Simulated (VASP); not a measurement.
Wanted: the native input for a VASP 6.6.1 run.

- Task: relaxation of cell and atoms
- Functional: PBEsol
- Dispersion: D3(BJ)
- Potentials or basis: VASP PAW PBE potentials, release 64 (Cd, Te)
- Cutoff: 500 eV
- k mesh: 10 × 10 × 10
- Occupations: gaussian, width 0.02 eV
- Spin: no spin polarisation
- Target pressure: 3 GPa
- Dipole correction: no
- Further INCAR settings: ALGO = Normal; EDIFF = 1e-07; IBRION = 2; EDIFFG = -0.004; NSW = 70; ISIF = 3

The structure of CdTe (d3) lies in POSCAR:

```
CdTe
1.0
    0.0000000000      3.1627341659      3.1627341659
    3.1627341659      0.0000000000      3.1627341659
    3.1627341659      3.1627341659      0.0000000000
Cd Te
1 1
Direct
    0.0000000000      0.0000000000      0.0000000000
    0.2500000000      0.2500000000      0.2500000000
```

One way to write it, as run:

INCAR

```
ALGO = Normal
EDIFF = 1E-7
EDIFFG = -0.004
ENCUT = 500
GGA = PS
GGA_COMPAT = F
IBRION = 2
ISIF = 3
ISMEAR = 0
IVDW = 12
LASPH = T
LCHARG = F
LREAL = F
LWAVE = F
NELM = 120
NELMIN = 4
NSW = 70
PREC = Accurate
PSTRESS = 30.0
SIGMA = 0.02
```

KPOINTS

```
k-points
0
Gamma
  10 10 10
```

Potentials or basis: VASP PAW PBE potentials, release 64 (Cd, Te).

Command:

```sh
$ cat potpaw_PBE.64/Cd/POTCAR potpaw_PBE.64/Te/POTCAR > POTCAR
$ mpirun -np 1 vasp_std > vasp.out
```

It gave:

```json
{"Relaxed volume": "31.21 Å³/atom", "Relaxed cell": "a = 4.453 Å, b = 4.453 Å, c = 4.453 Å, α = 60.00°, β = 60.00°, γ = 60.00°", "Space group after relaxing (to 0.05 Å)": "F-43m (No. 216)", "Energy change on relaxing (the enthalpy is what falls)": "+6.9 meV/atom", "Ionic steps": "3", "Pressure after relaxing": "3.0 GPa", "Band gap on the k mesh": "0.92 eV, direct", "Dispersion energy per atom": "-0.366 eV"}
```

Caveat: the cell is relaxed towards a set pressure, so the enthalpy falls and the energy may rise; the PAW data sets were made with another functional, which shifts forces and pressure a little; spin-orbit coupling is left out, which moves the levels of the heavy elements.

Run time: 2 min on 1 thread of Intel Xeon 8259CL, with other jobs on the host, peak memory 0.24 GiB.
